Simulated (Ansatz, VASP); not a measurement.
## Sr: VASP beside Ansatz

```xyz
1
Lattice="-2.4250 2.6069 2.4250 2.4250 -2.6069 2.4250 2.4250 2.6069 -2.4250" Properties=species:S:1:pos:R:3 pbc="T T T"
Sr    0.0000    0.0000    0.0000
```

Change from the starting cell: strain +0.0750 x Voigt [0, 1, 0, 0, 0, 0], atoms carried along.

Alike in both runs: task single point; functional LDA; k mesh 14 × 14 × 14; occupations gaussian, width 0.15 eV; no spin polarisation.

|  | VASP | Ansatz |
| --- | --- | --- |
| version | VASP 6.6.1 | Ansatz 0.2.0 |
| potentials or method | VASP PAW LDA potentials, release 64 (Sr_sv), cutoff 520 eV | scalar-relativistic, plane waves, PAW |
| valence electrons in the cell | 10 | 10 |

```tsv
	VASP	Ansatz	Ansatz less VASP
gap on the k mesh at the Fermi level (eV)	none	none	-
pressure (GPa)	-2.2	-2.2	+0.01
```

LDA's correlation is that of Perdew and Zunger in VASP and of Perdew and Wang (1992) in Ansatz. A gap of «none» marks a metal or a gap that the smearing closes.
